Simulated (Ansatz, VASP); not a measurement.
# PbSe in VASP and in Ansatz

```
Pb Se
1.0
     0.00000    3.01928    3.01928
     3.01928    0.00000    3.01928
     3.01928    3.01928    0.00000
Pb Se
1 1
Cartesian
  0.0000 0.0000 0.0000
  3.0193 3.0193 3.0193
```

Alike in both runs: task single point; functional RPBE; dispersion D4; k mesh 8 × 8 × 8; occupations fermi-dirac, width 0.05 eV; no spin polarisation.

|  | VASP | Ansatz |
| --- | --- | --- |
| version | VASP 6.6.1 | Ansatz 0.2.0 |
| potentials or method | VASP PAW PBE potentials, release 64 (Pb_d, Se) | Ansatz PAW |
| plane-wave cutoff (eV) | 520 | 420 |
| valence electrons in the cell | 20 | 30 |

|  | VASP | Ansatz | Ansatz less VASP |
| --- | --- | --- | --- |
| gap on the k mesh at the Fermi level (eV) | 0.23 | 0.22 | -0.006 |
| least direct gap on the mesh (eV) | 0.23 | 0.22 | -0.006 |
| pressure (GPa) | 2.5 | 2.6 | +0.02 |

VASP's potentials were made for PBE, not for RPBE. VASP's potentials hold 20 valence electrons a cell and Ansatz's 30, so a difference there can come from the potentials and not from the codes.

Spin-orbit coupling is off throughout.
